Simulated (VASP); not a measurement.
# Bi (P6_3/mmc) in VASP: further runs

Runs on Bi. Level: PBEsol. Tasks: single point.

Program: VASP 6.6.1. These are calculated values, not measurements. Logs are shortened: lines on timing, memory, paths and dates and some standing lists are left out, and cuts for length are marked.

**1. The cell of the first run**

The structure is hexagonal, space group P6_3/mmc (No. 194). The conventional cell has a = 4.628 Å, b = 4.628 Å, c = 12.061 Å, α = 90.00°, β = 90.00°, γ = 120.00°.

This isn't the form of Bi at room conditions, which is rhombohedral.

**2. Single point, PBEsol (111.86 Å³/atom)**

INCAR reads:

```
PREC     = Accurate       # precision mode
ENCUT    = 520            # plane-wave cutoff, eV
EDIFF    = 1E-6           # SCF threshold, eV
ISMEAR   = -1             # smearing method
SIGMA    = 0.03           # smearing width, eV
LREAL    = F              # projectors in reciprocal space
LASPH    = T              # aspherical terms in the spheres
NELM     = 100            # most SCF steps
ALGO     = Normal         # electronic algorithm
ISIF     = 2              # what is computed and relaxed
LWAVE    = F              # write WAVECAR
LCHARG   = T              # write CHGCAR
GGA      = PS             # functional
LELF     = T              # ELF
LVHAR    = T            
NBANDS   = 22             # bands
```

KPOINTS reads:

```
Automatic mesh
0
Gamma
  9 9 3
```

POSCAR reads:

```
Bi
1.0
    4.6280229066      0.0000000000      0.0000000000
   -2.3140114533      4.0079854064      0.0000000000
    0.0000000000      0.0000000000     12.0610000764
Bi
2
Direct
    0.3333333333      0.6666666667      0.2500000000
    0.6666666667      0.3333333333      0.7500000000
```

Potentials or basis: VASP PAW PBE potentials, release 64 (Bi_d).

The run is started by

```bash
$ cat potpaw_PBE.64/Bi_d/POTCAR > POTCAR
$ mpirun -np 1 vasp_std > vasp.out
```

OUTCAR:

```text
PREC = Accurate
   ENCUT = 520
   EDIFF = 1E-6
   ISMEAR = -1
   LREAL = F
   LASPH = T
   NELM = 100
   ISIF = 2
   GGA = PS

 ion  position               nearest neighbor table
   1  0.333  0.667  0.250-
   2  0.667  0.333  0.750-

  LATTYP: Found a hexagonal cell.
 ALAT       =     4.6280229066
 C/A-ratio  =     2.6060804624

  Lattice vectors:

 A1 = (   4.6280229066,   0.0000000000,   0.0000000000)
 A2 = (  -2.3140114533,   4.0079854064,   0.0000000000)
 A3 = (   0.0000000000,   0.0000000000,  12.0610000764)

Analysis of symmetry for initial positions (statically):
=====================================================================
 Subroutine PRICEL returns:
 Original cell was already a primitive cell.

 Routine SETGRP: Setting up the symmetry group for a
 hexagonal supercell.

 Subroutine GETGRP returns: Found 24 space group operations
 (whereof 12 operations were pure point group operations)
 out of a pool of 24 trial point group operations.

The static configuration has the point symmetry D_3d.
 The point group associated with its full space group is D_6h.

Analysis of symmetry for dynamics (positions and initial velocities):
=====================================================================
 Subroutine PRICEL returns:
 Original cell was already a primitive cell.

 Routine SETGRP: Setting up the symmetry group for a
 hexagonal supercell.

 Subroutine GETGRP returns: Found 24 space group operations
 (whereof 12 operations were pure point group operations)
 out of a pool of 24 trial point group operations.

The dynamic configuration has the point symmetry D_3d.
 The point group associated with its full space group is D_6h.

 Subroutine INISYM returns: Found 24 space group operations
 (whereof 12 operations are pure point group operations),
 and found     1 'primitive' translations

----------------------------------------------------------------------------------------

                                     Primitive cell

  volume of cell :     223.7201

  direct lattice vectors                    reciprocal lattice vectors
     4.628022907  0.000000000  0.000000000     0.216074989  0.124750953  0.000000000
    -2.314011453  4.007985406  0.000000000     0.000000000  0.249501906  0.000000000
     0.000000000  0.000000000 12.061000076     0.000000000  0.000000000  0.082911864

  length of vectors
     4.628022907  4.628022907 12.061000076     0.249501906  0.249501906  0.082911864

  position of ions in fractional coordinates (direct lattice)
     0.333333333  0.666666667  0.250000000
     0.666666667  0.333333333  0.750000000

  ion indices of the primitive-cell ions
   primitive index   ion index
                 1           1
                 2           2

----------------------------------------------------------------------------------------

 KPOINTS: Automatic mesh

Automatic generation of k-mesh.
 Grid dimensions read from file:
 generate k-points for:    9    9    3

 Generating k-lattice:

  Cartesian coordinates                     Fractional coordinates (reciprocal lattice)
     0.024008332  0.013861217  0.000000000     0.111111111  0.000000000  0.000000000
     0.000000000  0.027722434  0.000000000     0.000000000  0.111111111  0.000000000
     0.000000000  0.000000000  0.027637288     0.000000000  0.000000000  0.333333333

  Length of vectors
     0.027722434  0.027722434  0.027637288

  Shift w.r.t. Gamma in fractional coordinates (k-lattice)
     0.000000000  0.000000000  0.000000000

 Subroutine IBZKPT returns following result:
 ===========================================

 Found     24 irreducible k-points:

 Following reciprocal coordinates:
            Coordinates               Weight
  0.000000  0.000000  0.000000      1.000000
  0.111111  0.000000  0.000000      6.000000
  0.222222  0.000000  0.000000      6.000000
  0.333333 -0.000000  0.000000      6.000000
  0.444444  0.000000  0.000000      6.000000
  0.111111  0.111111  0.000000      6.000000
[... 16 lines left out ...]
  0.333333  0.222222  0.333333     24.000000
  0.333333  0.333333  0.333333      4.000000
   k-points           NKPTS =     24   k-points in BZ     NKDIM =     24   number of bands    NBANDS=     22
   number of dos      NEDOS =    301   number of ions     NIONS =      2
   total plane-waves  NPLWV = 116640
   dimension x,y,z NGX =    36 NGY =   36 NGZ =   90
   dimension x,y,z NGXF=    72 NGYF=   72 NGZF=  180
   ions per type =               2
   NGX,Y,Z   is equivalent  to a cutoff of  12.93, 12.93, 12.41 a.u.
   NGXF,Y,Z  is equivalent  to a cutoff of  25.86, 25.86, 24.81 a.u.
 SYSTEM =  unknown system
   PREC   = accura    normal or accurate (medium, high low for compatibility)
   ISTART =      0    job   : 0-new  1-cont  2-samecut
   ICHARG =      2    charge: 1-file 2-atom 10-const
   ISPIN  =      1    spin polarized calculation?
   LNONCOLLINEAR =      F non collinear calculations
   LSORBIT =      F    spin-orbit coupling
   LASPH  =      T    aspherical Exc in radial PAW
   ENCUT  =  520.0 eV  38.22 Ry    6.18 a.u.   8.61  8.61 22.43*2*pi/ulx,y,z
   NELM   =    100;   NELMIN=  2; NELMDL= -5     # of ELM steps
   EDIFF  = 0.1E-05   stopping-criterion for ELM
   LREAL  =      F    real-space projection
   EDIFFG = 0.1E-04   stopping-criterion for IOM
   NSW    =      0    number of steps for IOM
   IBRION =     -1    ionic relax: 0-MD 1-quasi-New 2-CG
   NFREE  =      0    steps in history (QN), initial steepest desc. (CG)
   ISIF   =      2    stress and relaxation
   ISYM   =      2    0-nonsym 1-usesym 2-fastsym
   POTIM  = 0.5000    time-step for ionic-motion
   TEBEG  =    0.0;   TEEND  =   0.0 temperature during run
   PSTRESS=    0.0 pullay stress
   NELECT =      30.0000    total number of electrons
   NUPDOWN=      -1.0000    fix difference up-down
   EMIN   =  10.00;   EMAX   =-10.00  energy-range for DOS
   EFERMI =   0.00;   METHOD = LEGACY
   ISMEAR =    -1;   SIGMA  =   0.03  broadening in eV -4-tet -1-fermi 0-gaus
   EFERMI_NEDOS =   21; number of points for ismear=-14 and -15
   IALGO  =     38    algorithm
   IMIX   =      4    mixing-type and parameters
     AMIX     =   0.40;   BMIX     =  1.00
     AMIX_MAG =   1.60;   BMIX_MAG =  1.00
  volume/ion in A,a.u.               =     111.86       754.87
  Fermi-wavevector in a.u.,A,eV,Ry     =   0.837941  1.583479  9.553271  0.702146
  Thomas-Fermi vector in A             =   1.951914
   LORBIT       =      0    0 simple, 1 ext, 2 COOP (PROOUT), +10 PAW based schemes
   GGA     = PS    functional components
   LHFCALC =     F    Hartree Fock is set to
   AEXX    =    0.0000 exact exchange contribution
   IVDW    =     0    specifies the selected vdW correction
   LEPSILON=     F    determine dielectric tensor
   LRPA    =     F    only Hartree local field effects (RPA)
 non-spin polarized calculation
  energy-cutoff  :      520.00
  volume of cell :      223.72
 maximum number of plane-waves:      6052
 NGX is ok and might be reduce to    36
   NGX = 17   NGY = 17   NGZ = 45

 number of electron      30.0000012 magnetization

 Free energy of the ion-electron system (eV)
  ---------------------------------------------------
  ext. energy  EPLUGINS =         0.00000000
  ---------------------------------------------------
  free energy    TOTEN  =        -3.11385187 eV

  energy without entropy =       -3.09002586  energy(sigma->0) =       -3.10193887

 E-fermi :  -1.3606     XC(G=0):  -5.2371

 val. band max:       -1.3608956300   @ k =   0.3333  -0.0000   0.3333
 cond. band min:      -1.3563316766   @ k =   0.3333   0.1111   0.3333
 fundamental gap:      0.0045639534
 Fermi energy:        -1.3606159100

 k-point     1 :       0.0000    0.0000    0.0000
  band No.  band energies     occupation
      1     -24.1275      2.00000
      2     -24.1275      2.00000
      3     -24.1240      2.00000
      4     -24.1240      2.00000
      5     -24.1239      2.00000
      6     -24.1239      2.00000
[... 14 lines left out ...]
     21       4.2313      0.00000
     22       4.3654      0.00000

 k-point     2 :       0.1111    0.0000    0.0000
  band No.  band energies     occupation
      1     -24.1272      2.00000
      2     -24.1272      2.00000
      3     -24.1242      2.00000
      4     -24.1242      2.00000
      5     -24.1240      2.00000
      6     -24.1240      2.00000
[... 14 lines left out ...]
     21       4.3249      0.00000
     22       4.6005      0.00000

 k-point     3 :       0.2222    0.0000    0.0000
  band No.  band energies     occupation
      1     -24.1265      2.00000
      2     -24.1265      2.00000
      3     -24.1247      2.00000
      4     -24.1247      2.00000
      5     -24.1242      2.00000
      6     -24.1242      2.00000
[... 14 lines left out ...]
     21       4.2310      0.00000
     22       4.8806      0.00000

 k-point     4 :       0.3333   -0.0000    0.0000
  band No.  band energies     occupation
      1     -24.1258      2.00000
      2     -24.1258      2.00000
      3     -24.1253      2.00000
      4     -24.1253      2.00000
      5     -24.1243      2.00000
      6     -24.1243      2.00000
[... 14 lines left out ...]
     21       4.0475      0.00000
     22       4.5957      0.00000

 k-point     5 :       0.4444    0.0000    0.0000
  band No.  band energies     occupation
      1     -24.1258      2.00000
      2     -24.1257      2.00000
      3     -24.1256      2.00000
      4     -24.1256      2.00000
      5     -24.1245      2.00000
      6     -24.1244      2.00000
[... 417 lines left out ...]
 k-point    22 :       0.2222    0.2222    0.3333
  band No.  band energies     occupation
      1     -24.1254      2.00000
      2     -24.1254      2.00000
      3     -24.1251      2.00000
      4     -24.1251      2.00000
      5     -24.1246      2.00000
      6     -24.1246      2.00000
[... 14 lines left out ...]
     21       5.0199      0.00000
     22       5.3484      0.00000

 k-point    23 :       0.3333    0.2222    0.3333
  band No.  band energies     occupation
      1     -24.1255      2.00000
      2     -24.1255      2.00000
      3     -24.1249      2.00000
      4     -24.1249      2.00000
      5     -24.1246      2.00000
      6     -24.1246      2.00000
[... 14 lines left out ...]
     21       4.7330      0.00000
     22       5.1364      0.00000

 k-point    24 :       0.3333    0.3333    0.3333
  band No.  band energies     occupation
      1     -24.1253      2.00000
      2     -24.1253      2.00000
      3     -24.1253      2.00000
      4     -24.1253      2.00000
      5     -24.1243      2.00000
      6     -24.1243      2.00000
[... 14 lines left out ...]
     21       4.1930      0.00000
     22       4.6770      0.00000

------------------------ aborting loop because EDIFF is reached ----------------------------------------

  FORCE on cell =-STRESS in cart. coord.  units (eV):
  Direction    XX          YY          ZZ          XY          YZ          ZX
  --------------------------------------------------------------------------------------
  -------------------------------------------------------------------------------------
  Total       -6.5111099     -6.5111099     -0.4565054      0.0000000      0.0000000      0.0000000
  in kB      -46.6294890    -46.6294890     -3.2692758      0.0000000      0.0000000      0.0000000
  external PRESSURE =     -32.1760846 kB  Pullay stress =       0.0000000 kB

 VOLUME and BASIS-vectors are now :
 -----------------------------------------------------------------------------
  energy-cutoff  :      520.00
  volume of cell :      223.72
      direct lattice vectors                 reciprocal lattice vectors
     4.628022907  0.000000000  0.000000000     0.216074989  0.124750953  0.000000000
    -2.314011453  4.007985406  0.000000000     0.000000000  0.249501906  0.000000000
     0.000000000  0.000000000 12.061000076     0.000000000  0.000000000  0.082911864

 POSITION                                       TOTAL-FORCE (eV/Angst)
 -----------------------------------------------------------------------------------
     -0.00000      2.67199      3.01525         0.000000     -0.000000      0.000000
      2.31401      1.33600      9.04575         0.000000      0.000000      0.000000
 -----------------------------------------------------------------------------------
    total drift:                                0.000000     -0.000000      0.000000

  FREE ENERGIE OF THE ION-ELECTRON SYSTEM (eV)
  ---------------------------------------------------
  free  energy   TOTEN  =        -3.1138518720 eV

  energy  without entropy=       -3.0900258625  energy(sigma->0) =       -3.10193887
```

It took 88 s on 1 thread of Intel Xeon Platinum 8259CL at 2.50GHz (Skylake/Cascade Lake), shared host; peak memory 0.36 GiB.

Results:

- Free energy: -3.1139 eV
- Pressure: -3.2 GPa
- Band gap on the k mesh: zero (bands 15 and 16 overlap by 1.93 eV)

Caveat: the cell stands under tension; the PAW data sets were made with another functional, which shifts forces and pressure a little; spin-orbit coupling is left out, which moves the levels of the heavy elements.

(Continued in part 2 of 2.)
